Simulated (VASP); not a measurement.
## Al3Au: single point with PBEsol

Al3Au:

```
Au Al
1.0
    -2.03875    2.03875    4.08347
     2.03875   -2.03875    4.08347
     2.03875    2.03875   -4.08347
Au Al
1 3
Direct
  0.00000 0.00000 0.00000
  0.50000 0.50000 0.00000
  0.25000 0.75000 0.50000
  0.75000 0.25000 0.50000
```

This cell differs from its parent crystal: volume scaled by 1.02.

* Program: VASP 6.6.1
* Task: single point
* Functional: PBEsol
* Potentials or basis: VASP PAW PBE potentials, release 64 (Au, Al)
* Cutoff: 520 eV
* k mesh: 9 × 9 × 9
* Occupations: fermi-dirac, width 0.05 eV
* Spin: no spin polarisation

The pressure is -4.4 GPa and the band gap on the k mesh is zero (band 10 reaches 10.06 eV, above the bottom of band 11 at 6.89 eV).

Stress tensor (GPa, compression positive):
```
-4.23  0.00  0.00
 0.00 -4.23  0.00
 0.00  0.00 -4.61
```

Levels at points of the mesh, in eV from the Fermi level:
```
           k point  band 7  band 8  band 9  band 10  band 11  band 12  band 13  band 14
(0.00, 0.00, 0.00)   -2.55    0.06    0.06     0.31     0.65     0.81     0.81     0.90
```

Run time: 110 s on 1 thread of AMD EPYC 7R43 64-Core Processor (Zen 3) (shared host), peak memory 0.25 GiB.

Caveat: the PAW data sets were made with another functional, which shifts forces and pressure a little; spin-orbit coupling is left out, which moves the levels of the heavy elements.
